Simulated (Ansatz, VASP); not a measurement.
Two plane-wave programs on ZrVGa

```xyz
6
Lattice="3.7562 0.0000 0.0000 0.0000 3.7562 0.0000 0.0000 0.0000 7.3314" Properties=species:S:1:pos:R:3 pbc="T T T"
V     0.0000    0.0000    0.0000
V     1.8781    1.8781    0.0000
Zr    1.8781    0.0000    4.6921
Zr    0.0000    1.8781    2.6393
Ga    1.8781    0.0000    1.8695
Ga    0.0000    1.8781    5.4619
```

Alike in both runs: task single point; functional r2SCAN; k mesh 9 × 9 × 5; no spin polarisation.

```csv
,VASP,Ansatz
version,VASP 6.6.1,Ansatz 0.2.0
potentials or method,"VASP PAW PBE potentials, release 64 (V_sv, Zr_sv, Ga_d), cutoff 520 eV",PAW plane waves
occupations,"fermi-dirac, width 0.1 eV",fermi-dirac
valence electrons in the cell,76,76
```

Ansatz gave:

```
pressure (GPa)                                                : -0.6
traceless stress, the component that is largest in VASP (GPa) : 2.12
rms of the force components (eV/Å)                            : 0.239
```

Problem. Estimate VASP's values.

Solution. Pressure (GPa): -0.4; traceless stress, the component that is largest in VASP (GPa): 2.10; rms of the force components (eV/Å): 0.235.

VASP's potentials were made for PBE, not for r2SCAN. Atom by atom the forces differ by 0.004 eV/Å (rms over components).
